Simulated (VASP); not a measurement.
Write the native input for VASP 6.6.1 that does the following.

| Item | Value |
| --- | --- |
| Task | single point |
| Functional | PBE |
| Potentials or basis | VASP PAW PBE potentials, release 64 (K_sv) |
| Cutoff | 520 eV |
| k mesh | 14 × 14 × 14 |
| Occupations | gaussian, width 0.15 eV |
| Spin | no spin polarisation |
| Dipole correction | no |
| Further INCAR settings | ALGO = Fast; EDIFF = 1e-07; NBANDS = 10 |

The structure of K lies in POSCAR:

```
K
1.0
   -2.5525500000      2.5525500000      2.6834500000
    2.5525500000     -2.5525500000      2.6834500000
    2.5525500000      2.5525500000     -2.6834500000
K
1
Direct
    0.0000000000      0.0000000000      0.0000000000
```

This cell differs from its parent crystal: strain -0.025 along x and y, +0.025 along z.

One way to write it, as run:

INCAR

```
PREC = Accurate ; ENCUT = 520
EDIFF = 1E-7 ; ISMEAR = 0
SIGMA = 0.15 ; LREAL = F
LASPH = T ; NELM = 100
ALGO = Fast ; ISIF = 2
LWAVE = F ; LCHARG = T
GGA = PE ; LELF = T
LVHAR = T ; NBANDS = 10
```

KPOINTS

```
Automatic mesh
0
Gamma
  14 14 14
```

Potentials or basis: VASP PAW PBE potentials, release 64 (K_sv).

The run is started by

```sh
$ cat potpaw_PBE.64/K_sv/POTCAR > POTCAR
$ mpirun -np 1 vasp_std > vasp.out
```

Results of the run:

The pressure is 0.2 GPa and the band gap on the k mesh is zero (an odd number of electrons rules out a gap without spin polarisation).

Caveat: the cell differs from its parent crystal (strain -0.025 along x and y, +0.025 along z).

Wall time 2.2 min on 1 thread of AMD EPYC 9R45 96-Core Processor (Zen 5), on a shared host, peak memory 0.28 GiB.
